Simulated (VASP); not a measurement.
# ZnAg (Pm-3m) in VASP: notebook

The runs below take ZnAg through electric field gradients, with LDA.

All numbers are computed with VASP 6.6.1; they aren't measurements. Logs are shortened: lines on timing, memory, paths and dates and some standing lists are left out, and cuts for length are marked.

### 1 The cell of the first run

The structure is cubic, space group Pm-3m (No. 221). Conventional cell: a = 3.177 Å, b = 3.177 Å, c = 3.177 Å, α = 90.00°, β = 90.00°, γ = 90.00°. Zn (site symmetry m-3m) has 8 Ag at 2.75 Å and 6 Zn at 3.18 Å within 3.6 Å. Within 3.6 Å of Ag (site symmetry m-3m) lie 8 Zn at 2.75 Å and 6 Ag at 3.18 Å.

### 2 Electric field gradients, LDA (volume scaled by 1.02)

INCAR

```
PREC = Accurate
ENCUT = 520
EDIFF = 1E-8
ISMEAR = -1
SIGMA = 0.03
LREAL = False
LASPH = True
NELM = 80
ALGO = Normal
ISIF = 2
LWAVE = False
LCHARG = False
LEFG = True
NBANDS = 18
```

KPOINTS

```
regular mesh
0
Gamma
  12 12 12
```

POSCAR

```
ZnAg
1.0
    3.1769012714      0.0000000000      0.0000000000
    0.0000000000      3.1769012714      0.0000000000
    0.0000000000      0.0000000000      3.1769012714
Zn Ag
1 1
Direct
    0.5000000000      0.5000000000      0.5000000000
    0.0000000000      0.0000000000      0.0000000000
```

Potentials or basis: VASP PAW LDA potentials, release 64 (Zn, Ag).

On the command line:

```console
cat potpaw_LDA.64/Zn/POTCAR potpaw_LDA.64/Ag/POTCAR > POTCAR
mpirun -np 1 vasp_std > vasp.out
```

OUTCAR:

```text
PREC = Accurate
   ENCUT = 520
   EDIFF = 1E-8
   ISMEAR = -1
   LREAL = False
   LASPH = True
   NELM = 80
   ISIF = 2

 ion  position               nearest neighbor table
   1  0.500  0.500  0.500-   2 2.75   2 2.75   2 2.75   2 2.75   2 2.75   2 2.75   2 2.75   2 2.75

   2  0.000  0.000  0.000-   1 2.75   1 2.75   1 2.75   1 2.75   1 2.75   1 2.75   1 2.75   1 2.75

  LATTYP: Found a simple cubic cell.
 ALAT       =     3.1769012714

  Lattice vectors:

 A1 = (   3.1769012714,   0.0000000000,   0.0000000000)
 A2 = (   0.0000000000,   3.1769012714,   0.0000000000)
 A3 = (   0.0000000000,   0.0000000000,   3.1769012714)

Analysis of symmetry for initial positions (statically):
=====================================================================
 Subroutine PRICEL returns:
 Original cell was already a primitive cell.

 Routine SETGRP: Setting up the symmetry group for a
 simple cubic supercell.

 Subroutine GETGRP returns: Found 48 space group operations
 (whereof 48 operations were pure point group operations)
 out of a pool of 48 trial point group operations.

The static configuration has the point symmetry O_h .

Analysis of symmetry for dynamics (positions and initial velocities):
=====================================================================
 Subroutine PRICEL returns:
 Original cell was already a primitive cell.

 Routine SETGRP: Setting up the symmetry group for a
 simple cubic supercell.

 Subroutine GETGRP returns: Found 48 space group operations
 (whereof 48 operations were pure point group operations)
 out of a pool of 48 trial point group operations.

The dynamic configuration has the point symmetry O_h .

 Subroutine INISYM returns: Found 48 space group operations
 (whereof 48 operations are pure point group operations),
 and found     1 'primitive' translations

----------------------------------------------------------------------------------------

                                     Primitive cell

  volume of cell :      32.0635

  direct lattice vectors                    reciprocal lattice vectors
     3.176901271  0.000000000  0.000000000     0.314772136  0.000000000  0.000000000
     0.000000000  3.176901271  0.000000000     0.000000000  0.314772136  0.000000000
     0.000000000  0.000000000  3.176901271     0.000000000  0.000000000  0.314772136

  length of vectors
     3.176901271  3.176901271  3.176901271     0.314772136  0.314772136  0.314772136

  position of ions in fractional coordinates (direct lattice)
     0.500000000  0.500000000  0.500000000
     0.000000000  0.000000000  0.000000000

  ion indices of the primitive-cell ions
   primitive index   ion index
                 1           1
                 2           2

----------------------------------------------------------------------------------------

 KPOINTS: regular mesh

Automatic generation of k-mesh.
 Grid dimensions read from file:
 generate k-points for:   12   12   12

 Generating k-lattice:

  Cartesian coordinates                     Fractional coordinates (reciprocal lattice)
     0.026231011  0.000000000  0.000000000     0.083333333  0.000000000  0.000000000
     0.000000000  0.026231011  0.000000000     0.000000000  0.083333333  0.000000000
     0.000000000  0.000000000  0.026231011     0.000000000  0.000000000  0.083333333

  Length of vectors
     0.026231011  0.026231011  0.026231011

  Shift w.r.t. Gamma in fractional coordinates (k-lattice)
     0.000000000  0.000000000  0.000000000

 Subroutine IBZKPT returns following result:
 ===========================================

 Found     84 irreducible k-points:

 Following reciprocal coordinates:
            Coordinates               Weight
  0.000000  0.000000  0.000000      1.000000
  0.083333  0.000000  0.000000      6.000000
  0.166667  0.000000  0.000000      6.000000
  0.250000  0.000000  0.000000      6.000000
  0.333333  0.000000  0.000000      6.000000
  0.416667  0.000000  0.000000      6.000000
[... 16 lines left out ...]
  0.333333  0.333333  0.000000     12.000000
  0.416667  0.333333  0.000000     24.000000
 [... further k-points ...]
   k-points           NKPTS =     84   k-points in BZ     NKDIM =     84   number of bands    NBANDS=     18
   number of dos      NEDOS =    301   number of ions     NIONS =      2
   total plane-waves  NPLWV =  13824
   dimension x,y,z NGX =    24 NGY =   24 NGZ =   24
   dimension x,y,z NGXF=    48 NGYF=   48 NGZF=   48
   ions per type =               1   1
   NGX,Y,Z   is equivalent  to a cutoff of  12.56, 12.56, 12.56 a.u.
   NGXF,Y,Z  is equivalent  to a cutoff of  25.12, 25.12, 25.12 a.u.
 SYSTEM =  unknown system
   PREC   = accura    normal or accurate (medium, high low for compatibility)
   ISTART =      0    job   : 0-new  1-cont  2-samecut
   ICHARG =      2    charge: 1-file 2-atom 10-const
   ISPIN  =      1    spin polarized calculation?
   LNONCOLLINEAR =      F non collinear calculations
   LSORBIT =      F    spin-orbit coupling
   LASPH  =      T    aspherical Exc in radial PAW
   ENCUT  =  520.0 eV  38.22 Ry    6.18 a.u.   5.91  5.91  5.91*2*pi/ulx,y,z
   NELM   =     80;   NELMIN=  2; NELMDL= -5     # of ELM steps
   EDIFF  = 0.1E-07   stopping-criterion for ELM
   LREAL  =      F    real-space projection
   EDIFFG = 0.1E-06   stopping-criterion for IOM
   NSW    =      0    number of steps for IOM
   IBRION =     -1    ionic relax: 0-MD 1-quasi-New 2-CG
   NFREE  =      0    steps in history (QN), initial steepest desc. (CG)
   ISIF   =      2    stress and relaxation
   ISYM   =      2    0-nonsym 1-usesym 2-fastsym
   POTIM  = 0.5000    time-step for ionic-motion
   TEBEG  =    0.0;   TEEND  =   0.0 temperature during run
   PSTRESS=    0.0 pullay stress
   NELECT =      23.0000    total number of electrons
   NUPDOWN=      -1.0000    fix difference up-down
   EMIN   =  10.00;   EMAX   =-10.00  energy-range for DOS
   EFERMI =   0.00;   METHOD = LEGACY
   ISMEAR =    -1;   SIGMA  =   0.03  broadening in eV -4-tet -1-fermi 0-gaus
   EFERMI_NEDOS =   21; number of points for ismear=-14 and -15
   IALGO  =     38    algorithm
   IMIX   =      4    mixing-type and parameters
     AMIX     =   0.40;   BMIX     =  1.00
     AMIX_MAG =   1.60;   BMIX_MAG =  1.00
  volume/ion in A,a.u.               =      16.03       108.19
  Fermi-wavevector in a.u.,A,eV,Ry     =   1.465482  2.769359 29.220369  2.147637
  Thomas-Fermi vector in A             =   2.581333
   LORBIT       =      0    0 simple, 1 ext, 2 COOP (PROOUT), +10 PAW based schemes
   GGA     = CA    functional components
   LHFCALC =     F    Hartree Fock is set to
   AEXX    =    0.0000 exact exchange contribution
   IVDW    =     0    specifies the selected vdW correction
   LEPSILON=     F    determine dielectric tensor
   LRPA    =     F    only Hartree local field effects (RPA)
 non-spin polarized calculation
  energy-cutoff  :      520.00
  volume of cell :       32.06
 maximum number of plane-waves:       912
 NGX is ok and might be reduce to    24
   NGX = 11   NGY = 11   NGZ = 11

 number of electron      23.0000031 magnetization

 Free energy of the ion-electron system (eV)
  ---------------------------------------------------
  ext. energy  EPLUGINS =         0.00000000
  ---------------------------------------------------
  free energy    TOTEN  =        -5.70049377 eV

  energy without entropy =       -5.69920998  energy(sigma->0) =       -5.69985187

 E-fermi :   5.8552     XC(G=0): -12.3063

 val. band max:        5.8460662646   @ k =   0.5000   0.3333   0.3333
 cond. band min:       5.9581855095   @ k =   0.3333   0.2500   0.0000
 fundamental gap:      0.1121192449
 Fermi energy:         5.8551869094

 k-point     1 :       0.0000    0.0000    0.0000
  band No.  band energies     occupation
      1      -3.4324      2.00000
      2      -1.9963      2.00000
      3      -1.9963      2.00000
      4      -1.4578      2.00000
      5      -1.4578      2.00000
      6      -1.4578      2.00000
[... 10 lines left out ...]
     17      16.9617      0.00000
     18      25.0670      0.00000

 k-point     2 :       0.0833    0.0000    0.0000
  band No.  band energies     occupation
      1      -3.3196      2.00000
      2      -1.9769      2.00000
      3      -1.9675      2.00000
      4      -1.4601      2.00000
      5      -1.4601      2.00000
      6      -1.4498      2.00000
[... 10 lines left out ...]
     17      17.7546      0.00000
     18      24.5340      0.00000
[... 442 lines left out ...]
 k-point    24 :       0.4167    0.3333    0.0000
  band No.  band energies     occupation
      1      -1.9591      2.00000
      2      -1.8934      2.00000
      3      -1.6687      2.00000
      4      -1.6021      2.00000
      5      -1.3104      2.00000
      6      -0.3177      2.00000
[... 10 lines left out ...]
     17      19.6193      0.00000
     18      19.7811      0.00000

 [... further k-points ...]
[... 5 lines left out ...]
  --------------------------------------------------------------------------------------
  -------------------------------------------------------------------------------------
  Total       -1.8577330     -1.8577330     -1.8577330      0.0000000     -0.0000000      0.0000000
  in kB      -92.8287947    -92.8287947    -92.8287947      0.0000000     -0.0000000      0.0000000
  external PRESSURE =     -92.8287947 kB  Pullay stress =       0.0000000 kB

 VOLUME and BASIS-vectors are now :
 -----------------------------------------------------------------------------
  energy-cutoff  :      520.00
  volume of cell :       32.06
      direct lattice vectors                 reciprocal lattice vectors
     3.176901271  0.000000000  0.000000000     0.314772136  0.000000000  0.000000000
     0.000000000  3.176901271  0.000000000     0.000000000  0.314772136  0.000000000
     0.000000000  0.000000000  3.176901271     0.000000000  0.000000000  0.314772136

 POSITION                                       TOTAL-FORCE (eV/Angst)
 -----------------------------------------------------------------------------------
      1.58845      1.58845      1.58845         0.000000      0.000000      0.000000
      0.00000      0.00000      0.00000         0.000000      0.000000      0.000000
 -----------------------------------------------------------------------------------
    total drift:                                0.000000      0.000000     -0.000000

  FREE ENERGIE OF THE ION-ELECTRON SYSTEM (eV)
  ---------------------------------------------------
  free  energy   TOTEN  =        -5.7004937726 eV

  energy  without entropy=       -5.6992099760  energy(sigma->0) =       -5.69985187

 Electric field gradients (V/A^2)
---------------------------------------------------------------------
 ion       V_xx      V_yy      V_zz      V_xy      V_xz      V_yz
---------------------------------------------------------------------
   1       0.000    -0.000    -0.000     0.000     0.000    -0.000
   2       0.000    -0.000    -0.000    -0.000    -0.000     0.000
---------------------------------------------------------------------

 Electric field gradients after diagonalization (V/A^2)
 (convention: |V_zz| > |V_xx| > |V_yy|)
----------------------------------------------------------------------
 ion       V_xx      V_yy      V_zz     asymmetry (V_yy - V_xx)/ V_zz
----------------------------------------------------------------------
   1      -0.000     0.000    -0.000      -1.278
   2       0.000    -0.000    -0.000       0.929
----------------------------------------------------------------------

           NMR quadrupolar parameters

 Cq : quadrupolar parameter    Cq=e*Q*V_zz/h
 eta: asymmetry parameters     (V_yy - V_xx)/ V_zz
 Q  : nuclear electric quadrupole moment in mb (millibarn)
----------------------------------------------------------------------
 ion       Cq(MHz)       eta       Q (mb)
----------------------------------------------------------------------
   1      -0.000      -1.278       1.000
   2      -0.000       0.929       1.000
----------------------------------------------------------------------
```

Wall time 23 s (1 thread of Intel Xeon Platinum 8259CL at 2.50GHz (Skylake/Cascade Lake), shared host); peak memory 0.16 GiB.

What came out:

- Free energy: -5.7005 eV
- Pressure: -9.3 GPa

Caveat: without QUAD_EFG the Cq values of the log hold for a quadrupole moment of 1 mb, not for the nuclei.

(Continued in part 2 of 2.)
